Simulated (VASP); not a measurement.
The system is SiW4.

```
Si W
1.0
     6.13275    0.00000    0.00000
     0.00000    6.13275    0.00000
     0.00000    0.00000    2.61531
Si W
1 4
Direct
  0.00000 0.00000 0.00000
  0.20408 0.50000 0.50000
  0.79592 0.50000 0.50000
  0.50000 0.20408 0.50000
  0.50000 0.79592 0.50000
```

The cell was generated, and may not be a known phase.

| Quantity | Value |
| --- | --- |
| Program | VASP 6.6.1 |
| Task | relaxation of cell and atoms |
| Functional | PBE |
| Potentials or basis | VASP PAW PBE potentials, release 64 (Si, W_sv) |
| Cutoff | 600 eV |
| k mesh | 6 × 6 × 14 |
| Occupations | gaussian, width 0.1 eV |
| Spin | no spin polarisation |

At the start: pressure 1.6 GPa; volume 19.67 Å³/atom.

Question: Where does the relaxation end?

Answer: Over 8 steps the energy falls by 3.4 meV/atom and the volume is 19.86 Å³/atom (+1.0 %); space group P4/mmm (No. 123, to 0.1 Å) before and after.

The path:
```csv
step,energy change (eV),largest force (eV/Å),pressure (GPa),volume (Å³)
1,0.0000,0.0459,1.65,98.36
2,0.0127,0.0429,-2.94,101.25
3,-0.0163,0.0009,-0.42,99.58
4,-0.0163,0.0018,-0.40,99.56
5,-0.0162,0.0458,0.46,99.02
6,-0.0170,0.0210,0.01,99.30
7,-0.0170,0.0215,0.02,99.29
8,-0.0170,0.0050,0.00,99.30
```

Final structure:
```xyz
5
Lattice="6.1244 0.0000 0.0000 0.0000 6.1244 0.0000 0.0000 0.0000 2.6474" Properties=species:S:1:pos:R:3 pbc="T T T"
Si    0.0000    0.0000    0.0000
W     1.2500    3.0622    1.3237
W     4.8744    3.0622    1.3237
W     3.0622    1.2500    1.3237
W     3.0622    4.8744    1.3237
```
